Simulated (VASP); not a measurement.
Input of a VASP 6.6.1 run:

The input INCAR:

```
SYSTEM = Si2Mo
ALGO = Normal
EDIFF = 1E-6
ENCUT = 520
GGA = PE
ISIF = 2
ISMEAR = 0
LASPH = .True.
LCHARG = .True.
LELF = .True.
LREAL = .False.
LVHAR = .True.
LWAVE = .False.
NBANDS = 18
NELM = 80
PREC = Accurate
SIGMA = 0.1
```

File KPOINTS:

```
k-points
0
Gamma
  14 14 10
  0 0 0
```

POSCAR

```
Si2Mo
1.0
    3.4889973182      0.0000000000      0.0000000000
    0.0000000000      3.4889973182      0.0000000000
    0.0000000000      0.0000000000      4.7608551551
Si Mo
2 1
Direct
    0.0000000000      0.0000000000      0.0000000000
    0.5000000000      0.5000000000      0.5000000000
    0.5000000000      0.5000000000      0.0000000000
```

Potentials or basis: VASP PAW PBE potentials, release 64 (Si, Mo_sv).

The run is started by

```sh
$ cat potpaw_PBE.64/Si/POTCAR potpaw_PBE.64/Mo_sv/POTCAR > POTCAR
$ mpirun -np 1 vasp_std > vasp.out
```

Q: What does it give for the band gap on the k mesh?

A: Zero (bands 11 and 12 overlap by 1.56 eV).

Q: What does it give for the pressure?

A: 0.1 GPa.

Stress tensor (GPa, compression positive):
```
0.03 0.00 0.00
0.00 0.03 0.00
0.00 0.00 0.12
```
